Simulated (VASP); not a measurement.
CsH: G0W0 quasiparticle levels with r2SCAN

Crystal: CsH.

```xyz
2
Lattice="3.8131 0.0000 0.0000 0.0000 3.8131 0.0000 0.0000 0.0000 3.8131" Properties=species:S:1:pos:R:3 pbc="T T T"
Cs    0.0000    0.0000    0.0000
H     1.9065    1.9065    1.9065
```

- Program: VASP 6.6.1
- Task: G0W0 quasiparticle levels
- Functional: r2SCAN
- Potentials or basis: VASP PAW PBE potentials, release 64 (Cs_sv_GW, H_GW)
- Cutoff: 500 eV
- k mesh: 4 × 4 × 4
- Occupations: gaussian, width 0.01 eV
- Spin: no spin polarisation
- Dipole correction: no
- GW scheme: G0W0
- GW iterations: 1
- Cutoff of the response function: 80
- Frequency points: 96
- Empty bands: 90
- Mended: yes
- Further INCAR settings: ALGO = EVGW0; EDIFF = 1e-08; NBANDS = 95

The quasiparticle gap is 4.72 eV and the least direct quasiparticle gap is 4.77 eV. The band gap of the starting levels on the mesh is 3.18 eV and the least direct gap of the starting levels on the mesh is 3.18 eV.

It took 4 min on 1 thread of AMD EPYC 7R43 64-Core Processor (Zen 3), with other jobs on the host, peak memory 0.65 GiB.

Caveat: the k points lie up to 0.41 Å⁻¹ apart; bands, screening cutoff and mesh are small and nothing is extrapolated, so the quasiparticle values aren't converged; spin-orbit coupling is left out, which moves the levels of the heavy elements.
